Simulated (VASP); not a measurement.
Wanted: the native input for a VASP 6.6.1 run.

```
Task                   : single point
Functional             : LDA
Potentials or basis    : VASP PAW LDA potentials, release 64 (B, N)
Cutoff                 : 520 eV
k mesh                 : 12 × 12 × 4
Occupations            : gaussian, width 0.05 eV
Spin                   : no spin polarisation
Dipole correction      : no
Further INCAR settings : ALGO = Normal; EDIFF = 1e-07; NBANDS = 16
```

The structure of BN lies in POSCAR:

```
BN
1.0
    2.5076818717      0.0000000000      0.0000000000
   -1.2538409359      2.1717162055      0.0000000000
    0.0000000000      0.0000000000      6.0889023528
B N
2 2
Direct
    0.3333333333      0.6666666667      0.2500000000
    0.6666666667      0.3333333333      0.7500000000
    0.3333333333      0.6666666667      0.7500000000
    0.6666666667      0.3333333333      0.2500000000
```

This cell differs from its parent crystal: volume 8.290 Å^3 an atom, c/a of the conventional cell 2.4281.

One way to write it, as run:

INCAR

```
PREC = Accurate
ENCUT = 520
EDIFF = 1E-7
ISMEAR = 0
SIGMA = 0.05
LREAL = False
LASPH = True
NELM = 80
ALGO = Normal
ISIF = 2
LWAVE = False
LCHARG = False
GGA = CA
NBANDS = 16
```

KPOINTS

```
Automatic mesh
0
Gamma
  12 12 4
```

Potentials or basis: VASP PAW LDA potentials, release 64 (B, N).

Launch:

```sh
$ cat potpaw_LDA.64/B/POTCAR potpaw_LDA.64/N/POTCAR > POTCAR
$ mpirun -np 1 vasp_std > vasp.out
```

Results of the run:

The pressure is -4.4 GPa and the band gap on the k mesh is 3.90 eV, indirect (least direct gap 4.20 eV).

It took 17 s on 1 thread of AMD EPYC 9R45 96-Core Processor (Zen 5), with other jobs on the host, peak memory 0.11 GiB.
